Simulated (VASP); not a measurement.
Wanted: the native input for a VASP 6.6.1 run.

```yaml
Task: single point
Functional: PBE
Potentials_or_basis: VASP PAW PBE potentials, release 64 (Ti_sv, O)
Cutoff: 520 eV
k_mesh: 9 × 9 × 1
Occupations: gaussian, width 0.1 eV
Spin: no spin polarisation
Dipole_correction: yes
Further_INCAR_settings: ALGO = Normal; EDIFF = 1e-06; NBANDS = 42
```

The structure of Ti5O lies in POSCAR:

```
Ti5O
1.0
    2.9381632086      0.0000000000      0.0000000000
   -1.4690816043      2.5445239791      0.0000000000
    0.0000000000      0.0000000000     24.7117068140
Ti O
5 1
Direct
    0.6666666667      0.3333333333      0.1618666015
    0.3333333333      0.6666666667      0.2559609806
    0.6666666667      0.3333333333      0.3506708119
    0.3333333333      0.6666666667      0.4475655916
    0.6666666667      0.3333333333      0.5346335206
    1.1666666667      0.6666666667      0.5793086090
```

The input as run:

INCAR

```
SYSTEM = Ti5O
PREC = Accurate
ENCUT = 520
EDIFF = 1E-6
ISMEAR = 0
SIGMA = 0.1
LREAL = .False.
LASPH = .True.
NELM = 80
ALGO = Normal
ISIF = 2
LWAVE = .False.
LCHARG = .False.
LDIPOL = .True.
IDIPOL = 3
DIPOL = 0.5 0.5 0.388
GGA = PE
NBANDS = 42
```

KPOINTS

```
regular mesh
0
Gamma
  9 9 1
  0 0 0
```

Potentials or basis: VASP PAW PBE potentials, release 64 (Ti_sv, O).

The run is started by

```sh
$ cat potpaw_PBE.64/Ti_sv/POTCAR potpaw_PBE.64/O/POTCAR > POTCAR
$ mpirun -np 1 vasp_std > vasp.out
```

Results of the run:

```yaml
Largest_force: 3.039 eV/Å
Band_gap_on_the_k_mesh: zero (band 33 reaches 1.99 eV, above the bottom of band 34 at 1.17 eV)
```

Run time: 14 min on 1 thread of Intel Xeon 6975P-C, on a shared host, peak memory 0.47 GiB.
